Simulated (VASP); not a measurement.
# Sb in VASP: a series of runs

Sb is run at these levels: PBE; tasks: single point.

All numbers are computed with VASP 6.6.1; they aren't measurements. Logs are shortened: lines on timing, memory, paths and dates and some standing lists are left out, and cuts for length are marked.

## Step 1: The cell of the first run

The structure is monoclinic, space group C2/m (No. 12). The conventional cell has a = 6.064 Å, b = 3.316 Å, c = 3.445 Å, α = 90.00°, β = 120.99°, γ = 90.00°. Sb (site symmetry 2/m) has 12 Sb at 3.32 to 3.61 Å within 4.4 Å.

## Step 2: Single point, PBE (strained)

The input, INCAR:

```
PREC = Accurate
ENCUT = 520
EDIFF = 1E-6
ISMEAR = 0
SIGMA = 0.1
LREAL = F
LASPH = T
NELM = 60
ALGO = Normal
ISIF = 2
LWAVE = F
LCHARG = F
GGA = PE
NBANDS = 8
```

The input, KPOINTS:

```
Automatic mesh
0
Gamma
  14 14 14
```

The input, POSCAR:

```
Sb
1.0
    0.0000000000      2.3447083178      2.3447083178
    2.6582102916     -0.1000901468      2.4447984646
    2.5479000895      2.3344882625      0.0102200553
Sb
1
Direct
    0.0000000000      0.0000000000      0.0000000000
```

Potentials or basis: VASP PAW PBE potentials, release 64 (Sb).

Command:

```sh
$ cat potpaw_PBE.64/Sb/POTCAR > POTCAR
$ mpirun -np 1 vasp_std > vasp.out
```

OUTCAR:

```text
PREC = Accurate
   ENCUT = 520
   EDIFF = 1E-6
   ISMEAR = 0
   LREAL = F
   LASPH = T
   NELM = 60
   ISIF = 2
   GGA = PE

 ion  position               nearest neighbor table
   1  0.000  0.000  0.000-

  LATTYP: Found a base centered monoclinic cell.
 ALAT       =     6.0639611528
 B/A-ratio  =     0.5468238037
 C/A-ratio  =     0.5680742952
 COS(beta)  =    -0.5148690690

  Lattice vectors:

 A1 = (  -2.5479000895,  -2.3344882625,  -0.0102200553)
 A2 = (  -2.5479000895,   0.0102200553,   2.3344882625)
 A3 = (  -0.1103102021,   2.4345784093,  -2.4345784093)

Analysis of symmetry for initial positions (statically):
=====================================================================
 Subroutine PRICEL returns:
 Original cell was already a primitive cell.

 Routine SETGRP: Setting up the symmetry group for a
 base centered monoclinic supercell.

 Subroutine GETGRP returns: Found  4 space group operations
 (whereof  4 operations were pure point group operations)
 out of a pool of  4 trial point group operations.

The static configuration has the point symmetry C_2h.

Analysis of symmetry for dynamics (positions and initial velocities):
=====================================================================
 Subroutine PRICEL returns:
 Original cell was already a primitive cell.

 Routine SETGRP: Setting up the symmetry group for a
 base centered monoclinic supercell.

 Subroutine GETGRP returns: Found  4 space group operations
 (whereof  4 operations were pure point group operations)
 out of a pool of  4 trial point group operations.

The dynamic configuration has the point symmetry C_2h.

 Subroutine INISYM returns: Found  4 space group operations
 (whereof  4 operations are pure point group operations),
 and found     1 'primitive' translations

----------------------------------------------------------------------------------------

                                     Primitive cell

  volume of cell :      29.6899

  direct lattice vectors                    reciprocal lattice vectors
     0.000000000  2.344708318  2.344708318    -0.192266568  0.208890363  0.217601918
     2.658210292 -0.100090147  2.444798465     0.183555012 -0.201215949  0.201215949
     2.547900090  2.334488262  0.010220055     0.200978123  0.209927504 -0.209927504

  length of vectors
     3.315918303  3.612912886  3.455681519     0.357704084  0.338626872  0.358512649

  position of ions in fractional coordinates (direct lattice)
     0.000000000  0.000000000  0.000000000

  ion indices of the primitive-cell ions
   primitive index   ion index
                 1           1

----------------------------------------------------------------------------------------

 KPOINTS: Automatic mesh

Automatic generation of k-mesh.
 Grid dimensions read from file:
 generate k-points for:   14   14   14

 Generating k-lattice:

  Cartesian coordinates                     Fractional coordinates (reciprocal lattice)
    -0.013733326  0.014920740  0.015542994     0.071428571 -0.000000000 -0.000000000
     0.013111072 -0.014372568  0.014372568     0.000000000  0.071428571  0.000000000
     0.014355580  0.014994822 -0.014994822     0.000000000  0.000000000  0.071428571

  Length of vectors
     0.025550292  0.024187634  0.025608046

  Shift w.r.t. Gamma in fractional coordinates (k-lattice)
     0.000000000  0.000000000  0.000000000

 Subroutine IBZKPT returns following result:
 ===========================================

 Found    744 irreducible k-points:

 Following reciprocal coordinates:
            Coordinates               Weight
  0.000000  0.000000  0.000000      1.000000
  0.071429  0.000000  0.000000      4.000000
  0.142857  0.000000 -0.000000      4.000000
  0.214286 -0.000000  0.000000      4.000000
  0.285714  0.000000 -0.000000      4.000000
  0.357143  0.000000  0.000000      4.000000
[... 16 lines left out ...]
  0.000000  0.142857  0.000000      2.000000
  0.071429  0.142857  0.000000      4.000000
 [... further k-points ...]
   k-points           NKPTS =    744   k-points in BZ     NKDIM =    744   number of bands    NBANDS=      8
   number of dos      NEDOS =    301   number of ions     NIONS =      1
   total plane-waves  NPLWV =  21952
   dimension x,y,z NGX =    28 NGY =   28 NGZ =   28
   dimension x,y,z NGXF=    56 NGYF=   56 NGZF=   56
   ions per type =               1
   NGX,Y,Z   is equivalent  to a cutoff of  14.04, 12.88, 13.47 a.u.
   NGXF,Y,Z  is equivalent  to a cutoff of  28.08, 25.77, 26.94 a.u.
 SYSTEM =  unknown system
   PREC   = accura    normal or accurate (medium, high low for compatibility)
   ISTART =      0    job   : 0-new  1-cont  2-samecut
   ICHARG =      2    charge: 1-file 2-atom 10-const
   ISPIN  =      1    spin polarized calculation?
   LNONCOLLINEAR =      F non collinear calculations
   LSORBIT =      F    spin-orbit coupling
   LASPH  =      T    aspherical Exc in radial PAW
   ENCUT  =  520.0 eV  38.22 Ry    6.18 a.u.   6.17  6.72  6.43*2*pi/ulx,y,z
   NELM   =     60;   NELMIN=  2; NELMDL= -5     # of ELM steps
   EDIFF  = 0.1E-05   stopping-criterion for ELM
   LREAL  =      F    real-space projection
   EDIFFG = 0.1E-04   stopping-criterion for IOM
   NSW    =      0    number of steps for IOM
   IBRION =     -1    ionic relax: 0-MD 1-quasi-New 2-CG
   NFREE  =      0    steps in history (QN), initial steepest desc. (CG)
   ISIF   =      2    stress and relaxation
   ISYM   =      2    0-nonsym 1-usesym 2-fastsym
   POTIM  = 0.5000    time-step for ionic-motion
   TEBEG  =    0.0;   TEEND  =   0.0 temperature during run
   PSTRESS=    0.0 pullay stress
   NELECT =       5.0000    total number of electrons
   NUPDOWN=      -1.0000    fix difference up-down
   EMIN   =  10.00;   EMAX   =-10.00  energy-range for DOS
   EFERMI =   0.00;   METHOD = LEGACY
   ISMEAR =     0;   SIGMA  =   0.10  broadening in eV -4-tet -1-fermi 0-gaus
   EFERMI_NEDOS =   21; number of points for ismear=-14 and -15
   IALGO  =     38    algorithm
   IMIX   =      4    mixing-type and parameters
     AMIX     =   0.40;   BMIX     =  1.00
     AMIX_MAG =   1.60;   BMIX_MAG =  1.00
  volume/ion in A,a.u.               =      29.69       200.36
  Fermi-wavevector in a.u.,A,eV,Ry     =   0.904056  1.708418 11.120271  0.817317
  Thomas-Fermi vector in A             =   2.027456
   LORBIT       =      0    0 simple, 1 ext, 2 COOP (PROOUT), +10 PAW based schemes
   GGA     = PE    functional components
   LHFCALC =     F    Hartree Fock is set to
   AEXX    =    0.0000 exact exchange contribution
   IVDW    =     0    specifies the selected vdW correction
   LEPSILON=     F    determine dielectric tensor
   LRPA    =     F    only Hartree local field effects (RPA)
 non-spin polarized calculation
 Gauss-broadening in eV      SIGMA  =   0.10
  energy-cutoff  :      520.00
  volume of cell :       29.69
 maximum number of plane-waves:       816
 NGX is ok and might be reduce to    28
   NGX = 13   NGY = 13   NGZ = 13

 number of electron       5.0000000 magnetization

 Free energy of the ion-electron system (eV)
  ---------------------------------------------------
  ext. energy  EPLUGINS =         0.00000000
  ---------------------------------------------------
  free energy    TOTEN  =        -3.80171099 eV

  energy without entropy =       -3.79747454  energy(sigma->0) =       -3.79959276

 E-fermi :   7.2922     XC(G=0):  -9.8059

 val. band max:        7.2901810288   @ k =  -0.3571   0.2143   0.0714
 cond. band min:       7.2970046699   @ k =  -0.2857  -0.2143   0.1429
 fundamental gap:      0.0068236410
 Fermi energy:         7.2921735334

 k-point     1 :       0.0000    0.0000    0.0000
  band No.  band energies     occupation
      1      -4.9144      2.00000
      2      11.1410      0.00000
      3      12.2195      0.00000
      4      12.3573      0.00000
      5      15.8675      0.00000
      6      17.3027      0.00000
      7      17.6102      0.00000
      8      17.7460      0.00000

 k-point     2 :       0.0714    0.0000    0.0000
  band No.  band energies     occupation
      1      -4.8192      2.00000
      2      11.0058      0.00000
      3      11.5660      0.00000
      4      12.0849      0.00000
      5      15.9585      0.00000
      6      16.6316      0.00000
      7      17.5833      0.00000
      8      18.6289      0.00000

 k-point     3 :       0.1429    0.0000   -0.0000
  band No.  band energies     occupation
      1      -4.5352      2.00000
      2       9.6250      0.00000
      3      11.0055      0.00000
      4      11.6986      0.00000
      5      15.6559      0.00000
      6      16.6074      0.00000
      7      17.7798      0.00000
      8      18.6392      0.00000

 k-point     4 :       0.2143   -0.0000    0.0000
  band No.  band energies     occupation
      1      -4.0677      2.00000
      2       7.6655      0.00000
      3      10.7317      0.00000
      4      11.3025      0.00000
      5      15.1822      0.00000
      6      16.6257      0.00000
      7      17.7776      0.00000
      8      18.9284      0.00000

 k-point     5 :       0.2857    0.0000   -0.0000
  band No.  band energies     occupation
      1      -3.4308      2.00000
      2       5.7591      2.00000
      3      10.3956      0.00000
      4      11.0433      0.00000
      5      14.8219      0.00000
      6      16.2638      0.00000
      7      17.5943      0.00000
      8      18.6554      0.00000

 k-point     6 :       0.3571    0.0000    0.0000
  band No.  band energies     occupation
      1      -2.6627      2.00000
      2       4.0474      2.00000
      3      10.0762      0.00000
      4      10.9113      0.00000
      5      14.5695      0.00000
      6      15.9706      0.00000
      7      17.1108      0.00000
      8      17.8675      0.00000

 k-point     7 :       0.4286   -0.0000    0.0000
  band No.  band energies     occupation
      1      -1.8849      2.00000
      2       2.6922      2.00000
      3       9.8598      0.00000
      4      10.8521      0.00000
      5      14.4163      0.00000
      6      15.8120      0.00000
      7      16.8313      0.00000
      8      17.2801      0.00000

 k-point     8 :       0.5000   -0.0000    0.0000
  band No.  band energies     occupation
      1      -1.4869      2.00000
      2       2.1000      2.00000
      3       9.7844      0.00000
      4      10.8356      0.00000
      5      14.3642      0.00000
      6      15.7624      0.00000
      7      16.8045      0.00000
      8      17.0061      0.00000

 k-point     9 :       0.0000    0.0714   -0.0000
  band No.  band energies     occupation
      1      -4.8324      2.00000
      2      10.2881      0.00000
      3      12.0898      0.00000
      4      12.3100      0.00000
      5      16.1937      0.00000
      6      17.3238      0.00000
      7      17.7430      0.00000
      8      18.0904      0.00000

 k-point    10 :       0.0714    0.0714    0.0000
  band No.  band energies     occupation
      1      -4.7848      2.00000
      2      10.6875      0.00000
      3      11.7372      0.00000
      4      11.8166      0.00000
      5      15.8783      0.00000
      6      16.7811      0.00000
      7      17.8433      0.00000
      8      18.7748      0.00000
[... 78 lines left out ...]
 k-point    18 :      -0.3571    0.0714   -0.0000
  band No.  band energies     occupation
      1      -2.3920      2.00000
      2       3.7412      2.00000
      3       9.3810      0.00000
      4      10.4778      0.00000
      5      14.8248      0.00000
      6      15.8410      0.00000
      7      17.0201      0.00000
      8      18.8686      0.00000

 k-point    19 :      -0.2857    0.0714    0.0000
  band No.  band energies     occupation
      1      -3.1768      2.00000
      2       5.3736      2.00000
      3       9.3910      0.00000
      4      10.8422      0.00000
      5      15.1639      0.00000
      6      16.1256      0.00000
      7      17.3969      0.00000
      8      19.5239      0.00000

 k-point    20 :      -0.2143    0.0714   -0.0000
  band No.  band energies     occupation
      1      -3.8496      2.00000
      2       7.2138      1.73212
      3       9.5188      0.00000
      4      11.3169      0.00000
      5      15.5962      0.00000
      6      16.4728      0.00000
      7      17.9443      0.00000
      8      19.3608      0.00000

 k-point    21 :      -0.1429    0.0714   -0.0000
  band No.  band energies     occupation
      1      -4.3601      2.00000
      2       9.0095      0.00000
      3       9.9063      0.00000
      4      11.7998      0.00000
      5      16.0360      0.00000
      6      16.8843      0.00000
      7      17.9802      0.00000
      8      18.7281      0.00000

 k-point    22 :      -0.0714    0.0714    0.0000
  band No.  band energies     occupation
      1      -4.6900      2.00000
      2       9.8437      0.00000
      3      11.2305      0.00000
      4      12.1402      0.00000
      5      16.2262      0.00000
      6      17.3461      0.00000
      7      17.4953      0.00000
      8      18.6626      0.00000

 k-point    23 :       0.0000    0.1429    0.0000
  band No.  band energies     occupation
      1      -4.5885      2.00000
      2       8.5938      0.00000
      3      11.7708      0.00000
      4      12.1892      0.00000
      5      16.0879      0.00000
      6      17.3550      0.00000
      7      18.0690      0.00000
      8      18.8744      0.00000

 k-point    24 :       0.0714    0.1429    0.0000
  band No.  band energies     occupation
      1      -4.5877      2.00000
      2       9.1546      0.00000
      3      11.4387      0.00000
      4      11.8193      0.00000
      5      15.7212      0.00000
      6      17.7785      0.00000
      7      18.0888      0.00000
      8      18.6195      0.00000

 [... further k-points ...]
[... 5 lines left out ...]
  --------------------------------------------------------------------------------------
  -------------------------------------------------------------------------------------
  Total       -0.4971588     -0.7831712     -0.7831712     -0.0836902      0.1610563      0.0836902
  in kB      -26.8285300    -42.2628207    -42.2628207     -4.5162354      8.6911962      4.5162355
  external PRESSURE =     -37.1180571 kB  Pullay stress =       0.0000000 kB

 VOLUME and BASIS-vectors are now :
 -----------------------------------------------------------------------------
  energy-cutoff  :      520.00
  volume of cell :       29.69
      direct lattice vectors                 reciprocal lattice vectors
     0.000000000  2.344708318  2.344708318    -0.192266568  0.208890363  0.217601918
     2.658210292 -0.100090147  2.444798465     0.183555012 -0.201215949  0.201215949
     2.547900090  2.334488262  0.010220055     0.200978123  0.209927504 -0.209927504

 POSITION                                       TOTAL-FORCE (eV/Angst)
 -----------------------------------------------------------------------------------
      0.00000      0.00000      0.00000         0.000000      0.000000      0.000000
 -----------------------------------------------------------------------------------
    total drift:                                0.000000      0.000000      0.000000

  FREE ENERGIE OF THE ION-ELECTRON SYSTEM (eV)
  ---------------------------------------------------
  free  energy   TOTEN  =        -3.8017109861 eV

  energy  without entropy=       -3.7974745425  energy(sigma->0) =       -3.79959276
```

Run time: 50 s. Hardware: 1 thread of Intel Xeon 6975P-C (Granite Rapids), shared host; peak memory 0.29 GiB.

What came out:

```
Free energy : -3.8017 eV
Pressure    : -3.7 GPa
```

Levels at points of the mesh, in eV from the Fermi level:
```tsv
k point	band 1	band 2	band 3	band 4	band 5	band 6
(0.00, 0.00, 0.00)	-12.21	3.85	4.93	5.07	8.58	10.01
(0.50, 0.00, 0.00)	-8.78	-5.19	2.49	3.54	7.07	8.47
(0.00, 0.50, 0.00)	-9.46	-5.26	3.15	4.42	7.73	9.43
(0.50, 0.50, 0.00)	-7.29	-4.22	-0.42	0.63	3.68	4.68
(0.00, 0.00, 0.50)	-8.79	-5.16	1.99	3.80	6.42	8.70
(0.00, 0.50, 0.50)	-8.23	-4.77	0.65	1.45	4.60	5.40
```

Caveat: the cell differs from its parent crystal (strained); spin-orbit coupling is left out, which moves the levels of the heavy elements.

## Step 3: Single point, PBE (the cell strained at random)

The input, INCAR:

```
SYSTEM = Sb
ALGO = Normal
EDIFF = 1E-6
ENCUT = 520
GGA = PE
ISIF = 2
ISMEAR = 0
LASPH = .True.
LCHARG = .False.
LREAL = .False.
LWAVE = .False.
NBANDS = 8
NELM = 80
PREC = Accurate
SIGMA = 0.1
```

The input, KPOINTS:

```
k-points
0
Gamma
  14 14 14
  0 0 0
```

The input, POSCAR:

```
Sb
1.0
   -0.0524518846      2.2694450801      2.3374760281
    2.3975870260     -0.0398842992      2.3249084427
    2.4324442911      2.2917347599     -0.0747415643
Sb
1
Direct
    0.0000000000      0.0000000000      0.0000000000
```

Potentials or basis: VASP PAW PBE potentials, release 64 (Sb).

Command:

```sh
$ cat potpaw_PBE.64/Sb/POTCAR > POTCAR
$ mpirun -np 1 vasp_std > vasp.out
```

Run time: 63 s. Hardware: 1 thread of Intel Xeon 6975P-C (Granite Rapids), shared host; peak memory 0.4 GiB.

It converged, with:

```yaml
Free_energy: -3.8209 eV
Pressure: 1.9 GPa
```

Stress tensor (GPa, compression positive):
```
 2.63 -0.07 -0.64
-0.07  0.74  0.36
-0.64  0.36  2.42
```

Levels at points of the mesh, in eV from the Fermi level:
```
           k point  band 1  band 2  band 3  band 4  band 5  band 6  band 7  band 8
(0.00, 0.00, 0.00)  -13.06    4.97    5.30    5.82    9.45    9.95   10.33   10.43
(0.50, 0.00, 0.00)   -9.29   -5.95    3.49    4.06    8.23    9.13    9.37    9.70
(0.00, 0.50, 0.00)   -9.24   -5.93    3.09    4.11    7.71    8.71    9.84   10.07
(0.50, 0.50, 0.00)   -7.55   -5.03    0.12    0.62    4.12    4.62   17.23   17.88
(0.00, 0.00, 0.50)   -9.49   -5.97    3.52    4.40    8.18    9.32    9.79    9.88
(0.50, 0.00, 0.50)   -7.20   -4.78   -0.44    0.44    3.60    4.50   17.43   17.86
(0.00, 0.50, 0.50)   -7.96   -5.25    0.40    1.10    4.37    5.04   17.54   18.17
(0.50, 0.50, 0.50)   -8.89   -5.87    2.85    3.65    7.54    8.45    9.48    9.51
```

Caveat: the cell differs from its parent crystal (the cell strained at random); spin-orbit coupling is left out, which moves the levels of the heavy elements.

## Step 4: Single point, PBE (the cell strained at random)

The input, INCAR:

```
SYSTEM = Sb
PREC = Accurate
ENCUT = 520
EDIFF = 1E-6
ISMEAR = 0
SIGMA = 0.1
LREAL = .FALSE.
LASPH = .TRUE.
NELM = 100
ALGO = Normal
ISIF = 2
LWAVE = .FALSE.
LCHARG = .FALSE.
GGA = PE
NBANDS = 8
```

The input, KPOINTS:

```
regular mesh
0
G
  14 14 14
  0 0 0
```

The input, POSCAR:

```
Sb
1.0
    0.0748601264      2.3683970306      2.3699620506
    2.5186152443      0.0300673552      2.4147548219
    2.4512008194      2.3457753769      0.0974817801
Sb
1
Direct
    0.0000000000      0.0000000000      0.0000000000
```

Command:

```sh
$ cat potpaw_PBE.64/Sb/POTCAR > POTCAR
$ mpirun -np 1 vasp_std > vasp.out
```

Run time: 88 s. Hardware: 1 thread of Intel Xeon 6975P-C (Granite Rapids), shared host; peak memory 0.4 GiB.

The run converged. Its results:

| Property | Result |
| --- | --- |
| Free energy | -3.8232 eV |
| Pressure | 1.4 GPa |

Stress tensor (GPa, compression positive):
```
 1.99 -0.16  0.64
-0.16  0.65 -0.10
 0.64 -0.10  1.58
```

Levels at points of the mesh, in eV from the Fermi level:
| k point | band 1 | band 2 | band 3 | band 4 | band 5 | band 6 | band 7 |
| --- | --- | --- | --- | --- | --- | --- | --- |
| (0.00, 0.00, 0.00) | -12.99 | 4.67 | 5.28 | 5.91 | 9.17 | 9.89 | 10.39 |
| (0.50, 0.00, 0.00) | -9.03 | -5.84 | 2.86 | 3.89 | 7.43 | 8.71 | 9.70 |
| (0.00, 0.50, 0.00) | -9.35 | -5.90 | 3.59 | 4.05 | 8.32 | 8.93 | 9.65 |
| (0.50, 0.50, 0.00) | -7.36 | -4.87 | 0.03 | 0.37 | 3.96 | 4.47 | 17.02 |
| (0.00, 0.00, 0.50) | -8.83 | -5.80 | 2.81 | 3.55 | 7.45 | 8.48 | 9.35 |
| (0.50, 0.00, 0.50) | -7.42 | -4.85 | -0.50 | 0.91 | 3.59 | 4.89 | 17.44 |
| (0.00, 0.50, 0.50) | -7.94 | -5.19 | 0.47 | 1.01 | 4.41 | 4.99 | 17.45 |
| (0.50, 0.50, 0.50) | -9.60 | -5.92 | 3.75 | 4.42 | 8.45 | 9.20 | 9.96 |

Caveat: the cell differs from its parent crystal (the cell strained at random); spin-orbit coupling is left out, which moves the levels of the heavy elements.

## Step 5: The runs side by side

```tsv
cell	gap on the mesh (eV)	pressure (GPa)
a = 3.316, b = 3.613, c = 3.456 Å, angles 58.3, 61.3, 62.7°, 1 atom	none	-3.7
a = 3.258, b = 3.340, c = 3.343 Å, angles 60.1, 63.3, 61.3°, 1 atom	none	1.9
a = 3.351, b = 3.489, c = 3.394 Å, angles 56.8, 58.3, 59.2°, 1 atom	none	1.4
```

Alike in all rows: task single point; level PBE; potentials or basis VASP PAW PBE potentials, release 64 (Sb); no spin polarisation; k mesh 14 × 14 × 14; cutoff (eV) 520; smearing gaussian 0.1 eV.

Caveats: spin-orbit coupling is left out, which moves the levels of the heavy elements.

Absolute energies hang on the potentials; compare differences alone.
